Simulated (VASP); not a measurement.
# Ca (P6_3/mmc) in VASP: further runs, part 3 of 3

VASP 6.6.1. Earlier steps stand in the parts before.

## (5) Single point, PBEsol

This run uses another cell than the first one, of the same volume but with other edges.

Input file INCAR:

```
PREC     = Accurate       # precision mode
ENCUT    = 520            # plane-wave cutoff, eV
EDIFF    = 1E-6           # SCF threshold, eV
ISMEAR   = 0              # smearing method
SIGMA    = 0.15           # smearing width, eV
LREAL    = False          # projectors in reciprocal space
LASPH    = True           # aspherical terms in the spheres
NELM     = 60             # most SCF steps
ALGO     = Fast           # electronic algorithm
ISIF     = 2              # what is computed and relaxed
LWAVE    = False          # write WAVECAR
LCHARG   = False          # write CHGCAR
GGA      = PS             # functional
NBANDS   = 17             # bands
```

Input file KPOINTS:

```
regular mesh
0
Gamma
  18 18 8
```

Input file POSCAR:

```
Ca
1.0
    3.8555421741      0.0000000000      0.0000000000
   -1.9277710870      3.3389974681      0.0000000000
    0.0000000000      0.0000000000      6.9477265837
Ca
2
Direct
    0.3333333333      0.6666666667      0.2500000000
    0.6666666667      0.3333333333      0.7500000000
```

Potentials or basis: VASP PAW PBE potentials, release 64 (Ca_sv).

Run with:

```
$ cat potpaw_PBE.64/Ca_sv/POTCAR > POTCAR
$ mpirun -np 1 vasp_std > vasp.out
```

OUTCAR:

```text
PREC = Accurate
   ENCUT = 520
   EDIFF = 1E-6
   ISMEAR = 0
   LREAL = False
   LASPH = True
   NELM = 60
   ISIF = 2
   GGA = PS

 ion  position               nearest neighbor table
   1  0.333  0.667  0.250-
   2  0.667  0.333  0.750-

  LATTYP: Found a hexagonal cell.
 ALAT       =     3.8555421741
 C/A-ratio  =     1.8020102673

  Lattice vectors:

 A1 = (   3.8555421741,   0.0000000000,   0.0000000000)
 A2 = (  -1.9277710870,   3.3389974681,   0.0000000000)
 A3 = (   0.0000000000,   0.0000000000,   6.9477265837)

Analysis of symmetry for initial positions (statically):
=====================================================================
 Subroutine PRICEL returns:
 Original cell was already a primitive cell.

 Routine SETGRP: Setting up the symmetry group for a
 hexagonal supercell.

 Subroutine GETGRP returns: Found 24 space group operations
 (whereof 12 operations were pure point group operations)
 out of a pool of 24 trial point group operations.

The static configuration has the point symmetry D_3d.
 The point group associated with its full space group is D_6h.

Analysis of symmetry for dynamics (positions and initial velocities):
=====================================================================
 Subroutine PRICEL returns:
 Original cell was already a primitive cell.

 Routine SETGRP: Setting up the symmetry group for a
 hexagonal supercell.

 Subroutine GETGRP returns: Found 24 space group operations
 (whereof 12 operations were pure point group operations)
 out of a pool of 24 trial point group operations.

The dynamic configuration has the point symmetry D_3d.
 The point group associated with its full space group is D_6h.

 Subroutine INISYM returns: Found 24 space group operations
 (whereof 12 operations are pure point group operations),
 and found     1 'primitive' translations

----------------------------------------------------------------------------------------

                                     Primitive cell

  volume of cell :      89.4426

  direct lattice vectors                    reciprocal lattice vectors
     3.855542174  0.000000000  0.000000000     0.259366894  0.149745546  0.000000000
    -1.927771087  3.338997468  0.000000000     0.000000000  0.299491093  0.000000000
     0.000000000  0.000000000  6.947726584     0.000000000  0.000000000  0.143931974

  length of vectors
     3.855542174  3.855542174  6.947726584     0.299491093  0.299491093  0.143931974

  position of ions in fractional coordinates (direct lattice)
     0.333333333  0.666666667  0.250000000
     0.666666667  0.333333333  0.750000000

  ion indices of the primitive-cell ions
   primitive index   ion index
                 1           1
                 2           2

----------------------------------------------------------------------------------------

 KPOINTS: regular mesh

Automatic generation of k-mesh.
 Grid dimensions read from file:
 generate k-points for:   18   18    8

 Generating k-lattice:

  Cartesian coordinates                     Fractional coordinates (reciprocal lattice)
     0.014409272  0.008319197  0.000000000     0.055555556 -0.000000000  0.000000000
     0.000000000  0.016638394  0.000000000     0.000000000  0.055555556  0.000000000
     0.000000000  0.000000000  0.017991497     0.000000000  0.000000000  0.125000000

  Length of vectors
     0.016638394  0.016638394  0.017991497

  Shift w.r.t. Gamma in fractional coordinates (k-lattice)
     0.000000000  0.000000000  0.000000000

 Subroutine IBZKPT returns following result:
 ===========================================

 Found    185 irreducible k-points:

 Following reciprocal coordinates:
            Coordinates               Weight
  0.000000  0.000000  0.000000      1.000000
  0.055556  0.000000  0.000000      6.000000
  0.111111  0.000000  0.000000      6.000000
  0.166667  0.000000  0.000000      6.000000
  0.222222 -0.000000  0.000000      6.000000
  0.277778  0.000000  0.000000      6.000000
[... 16 lines left out ...]
  0.333333  0.111111  0.000000     12.000000
  0.388889  0.111111  0.000000     12.000000
 [... further k-points ...]
   k-points           NKPTS =    185   k-points in BZ     NKDIM =    185   number of bands    NBANDS=     17
   number of dos      NEDOS =    301   number of ions     NIONS =      2
   total plane-waves  NPLWV =  48600
   dimension x,y,z NGX =    30 NGY =   30 NGZ =   54
   dimension x,y,z NGXF=    60 NGYF=   60 NGZF=  108
   ions per type =               2
   NGX,Y,Z   is equivalent  to a cutoff of  12.94, 12.94, 12.92 a.u.
   NGXF,Y,Z  is equivalent  to a cutoff of  25.87, 25.87, 25.84 a.u.
 SYSTEM =  unknown system
   PREC   = accura    normal or accurate (medium, high low for compatibility)
   ISTART =      0    job   : 0-new  1-cont  2-samecut
   ICHARG =      2    charge: 1-file 2-atom 10-const
   ISPIN  =      1    spin polarized calculation?
   LNONCOLLINEAR =      F non collinear calculations
   LSORBIT =      F    spin-orbit coupling
   LASPH  =      T    aspherical Exc in radial PAW
   ENCUT  =  520.0 eV  38.22 Ry    6.18 a.u.   7.17  7.17 12.92*2*pi/ulx,y,z
   NELM   =     60;   NELMIN=  2; NELMDL= -5     # of ELM steps
   EDIFF  = 0.1E-05   stopping-criterion for ELM
   LREAL  =      F    real-space projection
   EDIFFG = 0.1E-04   stopping-criterion for IOM
   NSW    =      0    number of steps for IOM
   IBRION =     -1    ionic relax: 0-MD 1-quasi-New 2-CG
   NFREE  =      0    steps in history (QN), initial steepest desc. (CG)
   ISIF   =      2    stress and relaxation
   ISYM   =      2    0-nonsym 1-usesym 2-fastsym
   POTIM  = 0.5000    time-step for ionic-motion
   TEBEG  =    0.0;   TEEND  =   0.0 temperature during run
   PSTRESS=    0.0 pullay stress
   NELECT =      20.0000    total number of electrons
   NUPDOWN=      -1.0000    fix difference up-down
   EMIN   =  10.00;   EMAX   =-10.00  energy-range for DOS
   EFERMI =   0.00;   METHOD = LEGACY
   ISMEAR =     0;   SIGMA  =   0.15  broadening in eV -4-tet -1-fermi 0-gaus
   EFERMI_NEDOS =   21; number of points for ismear=-14 and -15
   IALGO  =     68    algorithm
   IMIX   =      4    mixing-type and parameters
     AMIX     =   0.40;   BMIX     =  1.00
     AMIX_MAG =   1.60;   BMIX_MAG =  1.00
  volume/ion in A,a.u.               =      44.72       301.79
  Fermi-wavevector in a.u.,A,eV,Ry     =   0.993658  1.877741 13.433785  0.987355
  Thomas-Fermi vector in A             =   2.125555
   LORBIT       =      0    0 simple, 1 ext, 2 COOP (PROOUT), +10 PAW based schemes
   GGA     = PS    functional components
   LHFCALC =     F    Hartree Fock is set to
   AEXX    =    0.0000 exact exchange contribution
   IVDW    =     0    specifies the selected vdW correction
   LEPSILON=     F    determine dielectric tensor
   LRPA    =     F    only Hartree local field effects (RPA)
 non-spin polarized calculation
 RMM-DIIS sequential band-by-band and
 Gauss-broadening in eV      SIGMA  =   0.15
  energy-cutoff  :      520.00
  volume of cell :       89.44
 maximum number of plane-waves:      2438
 NGX is ok and might be reduce to    30

 number of electron      20.0000003 magnetization

 Free energy of the ion-electron system (eV)
  ---------------------------------------------------
  ext. energy  EPLUGINS =         0.00000000
  ---------------------------------------------------
  free energy    TOTEN  =        -4.19152312 eV

  energy without entropy =       -4.16938926  energy(sigma->0) =       -4.18045619

 E-fermi :   1.7040     XC(G=0):  -7.6251

 val. band max:        1.7009747682   @ k =   0.3333   0.3333   0.2500
 cond. band min:       1.7246144820   @ k =   0.3889   0.0000   0.0000
 fundamental gap:      0.0236397137
 Fermi energy:         1.7039734358

 k-point     1 :       0.0000    0.0000    0.0000
  band No.  band energies     occupation
      1     -40.3061      2.00000
      2     -40.2996      2.00000
      3     -21.3892      2.00000
      4     -21.3096      2.00000
      5     -21.3096      2.00000
      6     -21.3056      2.00000
[... 9 lines left out ...]
     16       4.1667      0.00000
     17       4.8320      0.00000
[... 441 lines left out ...]
 k-point    24 :       0.3889    0.1111    0.0000
  band No.  band energies     occupation
      1     -40.2929      2.00000
      2     -40.2908      2.00000
      3     -21.4241      2.00000
      4     -21.4137      2.00000
      5     -21.3493      2.00000
      6     -21.3444      2.00000
[... 9 lines left out ...]
     16       4.9232      0.00000
     17       5.4922      0.00000

 [... further k-points ...]

------------------------ aborting loop because EDIFF is reached ----------------------------------------

  FORCE on cell =-STRESS in cart. coord.  units (eV):
  Direction    XX          YY          ZZ          XY          YZ          ZX
  --------------------------------------------------------------------------------------
  -------------------------------------------------------------------------------------
  Total       -0.2373273     -0.2373273     -1.7914845     -0.0000000      0.0000000      0.0000000
  in kB       -4.2512241     -4.2512241    -32.0907136     -0.0000000      0.0000000      0.0000000
  external PRESSURE =     -13.5310540 kB  Pullay stress =       0.0000000 kB

 VOLUME and BASIS-vectors are now :
 -----------------------------------------------------------------------------
  energy-cutoff  :      520.00
  volume of cell :       89.44
      direct lattice vectors                 reciprocal lattice vectors
     3.855542174  0.000000000  0.000000000     0.259366894  0.149745546  0.000000000
    -1.927771087  3.338997468  0.000000000     0.000000000  0.299491093  0.000000000
     0.000000000  0.000000000  6.947726584     0.000000000  0.000000000  0.143931974

 POSITION                                       TOTAL-FORCE (eV/Angst)
 -----------------------------------------------------------------------------------
     -0.00000      2.22600      1.73693        -0.000000      0.000000      0.000000
      1.92777      1.11300      5.21079         0.000000     -0.000000     -0.000000
 -----------------------------------------------------------------------------------
    total drift:                               -0.000000      0.000000     -0.000000

  FREE ENERGIE OF THE ION-ELECTRON SYSTEM (eV)
  ---------------------------------------------------
  free  energy   TOTEN  =        -4.1915231172 eV

  energy  without entropy=       -4.1693892609  energy(sigma->0) =       -4.18045619
```

Wall time 6.5 min (1 thread of Intel Xeon 8259CL, shared host); peak memory 0.38 GiB.

What came out:

```yaml
Free_energy: -4.1915 eV
Pressure: -1.4 GPa
Band_gap_on_the_k_mesh: zero (band 10 reaches 1.95 eV, above the bottom of band 11 at 1.14 eV)
```

Caveat: the PAW data sets were made with another functional, which shifts forces and pressure a little.

## (6) Single point, PBEsol

This run uses another cell than the first one, of the same volume but with other edges.

Input file INCAR:

```
SYSTEM = Ca
ALGO = Fast
EDIFF = 1E-6
ENCUT = 520
GGA = PS
ISIF = 2
ISMEAR = 0
LASPH = .TRUE.
LCHARG = .FALSE.
LREAL = .FALSE.
LWAVE = .FALSE.
NBANDS = 17
NELM = 80
PREC = Accurate
SIGMA = 0.15
```

Input file KPOINTS:

```
k-points
0
G
  18 18 8
  0 0 0
```

Input file POSCAR:

```
Ca
1.0
    4.0345268378      0.0000000000      0.0000000000
   -2.0172634189      3.4940027338      0.0000000000
    0.0000000000      0.0000000000      6.3449531218
Ca
2
Direct
    0.3333333333      0.6666666667      0.2500000000
    0.6666666667      0.3333333333      0.7500000000
```

Potentials or basis: VASP PAW PBE potentials, release 64 (Ca_sv).

Run with:

```
$ cat potpaw_PBE.64/Ca_sv/POTCAR > POTCAR
$ mpirun -np 1 vasp_std > vasp.out
```

It took 6.1 min on 1 thread of Intel Xeon 8259CL, shared host; peak memory 0.37 GiB.

The run converged. Its results:

* Free energy: -4.2287 eV
* Pressure: -1.4 GPa
* Band gap on the k mesh: zero (band 10 reaches 1.94 eV, above the bottom of band 11 at 1.46 eV)

Stress tensor (GPa, compression positive):
```
-1.73  0.00  0.00
 0.00 -1.73  0.00
 0.00  0.00 -0.65
```

Levels at points of the mesh, in eV from the Fermi level:
```csv
k point,band 7,band 8,band 9,band 10,band 11,band 12,band 13,band 14
"(0.00, 0.00, 0.00)",-23.02,-23.02,-3.99,-0.92,-0.10,2.15,2.15,2.32
"(0.50, 0.00, 0.00)",-23.05,-23.04,-1.21,-0.78,0.26,0.36,1.35,1.94
"(0.00, 0.00, 0.50)",-23.03,-23.03,-2.96,-2.96,1.46,1.46,2.11,2.11
"(0.50, 0.00, 0.50)",-23.05,-23.05,-0.70,-0.70,0.01,0.01,1.45,1.45
```

Caveat: the PAW data sets were made with another functional, which shifts forces and pressure a little.

## (7) Single point, PBEsol

This run uses another cell than the first one, of the same volume but with other edges.

Input file INCAR:

```
SYSTEM = Ca
  ALGO = Fast
  EDIFF = 1E-6
  ENCUT = 520
  GGA = PS
  ISIF = 2
  ISMEAR = 0
  LASPH = .TRUE.
  LCHARG = .FALSE.
  LREAL = .FALSE.
  LWAVE = .FALSE.
  NBANDS = 17
  NELM = 100
  PREC = Accurate
  SIGMA = 0.15
```

KPOINTS is that of step 6.

Input file POSCAR:

```
Ca
1.0
    3.9157947526      0.0000000000      0.0000000000
   -1.9578973763      3.3911777318      0.0000000000
    0.0000000000      0.0000000000      6.7355613330
Ca
2
Direct
    0.3333333333      0.6666666667      0.2500000000
    0.6666666667      0.3333333333      0.7500000000
```

Run with:

```
$ cat potpaw_PBE.64/Ca_sv/POTCAR > POTCAR
$ mpirun -np 1 vasp_std > vasp.out
```

It took 6.5 min on 1 thread of Intel Xeon 8259CL, shared host; peak memory 0.38 GiB.

Results (log left out):

* Free energy: -4.2267 eV
* Pressure: -1.4 GPa
* Band gap on the k mesh: zero (band 10 reaches 1.97 eV, above the bottom of band 11 at 1.29 eV)

Stress tensor (GPa, compression positive):
```
-0.99  0.00  0.00
 0.00 -0.99  0.00
 0.00  0.00 -2.30
```

Levels at points of the mesh, in eV from the Fermi level:
```tsv
k point	band 8	band 9	band 10	band 11	band 12	band 13
(0.00, 0.00, 0.00)	-23.01	-3.97	-1.22	-0.42	1.99	2.23
(0.50, 0.00, 0.00)	-23.03	-1.04	-0.64	0.22	0.39	1.24
(0.00, 0.00, 0.50)	-23.02	-3.07	-3.07	1.18	1.18	2.25
(0.50, 0.00, 0.50)	-23.04	-0.65	-0.65	0.09	0.09	1.34
```

Caveat: the PAW data sets were made with another functional, which shifts forces and pressure a little.

## (8) The runs side by side

```csv
cell,gap on the mesh (eV),pressure (GPa)
"a = 4.202, b = 4.202, c = 5.851 Å, angles 90.0, 90.0, 120.0°, 2 atoms",none,-1.1
"a = 3.745, b = 3.745, c = 7.363 Å, angles 90.0, 90.0, 120.0°, 2 atoms",none,-0.9
"a = 4.092, b = 4.092, c = 6.167 Å, angles 90.0, 90.0, 120.0°, 2 atoms",none,-1.3
"a = 3.856, b = 3.856, c = 6.948 Å, angles 90.0, 90.0, 120.0°, 2 atoms",none,-1.4
"a = 4.035, b = 4.035, c = 6.345 Å, angles 90.0, 90.0, 120.0°, 2 atoms",none,-1.4
"a = 3.916, b = 3.916, c = 6.736 Å, angles 90.0, 90.0, 120.0°, 2 atoms",none,-1.4
```

Alike in all rows: task single point; level PBEsol; potentials or basis VASP PAW PBE potentials, release 64 (Ca_sv); no spin polarisation; k mesh 18 × 18 × 8; cutoff (eV) 520; smearing gaussian 0.15 eV.

Caveats: the PAW data sets were made with another functional, which shifts forces and pressure a little.

Total energies depend on the potentials used, so only differences within one code and one set of settings carry meaning.
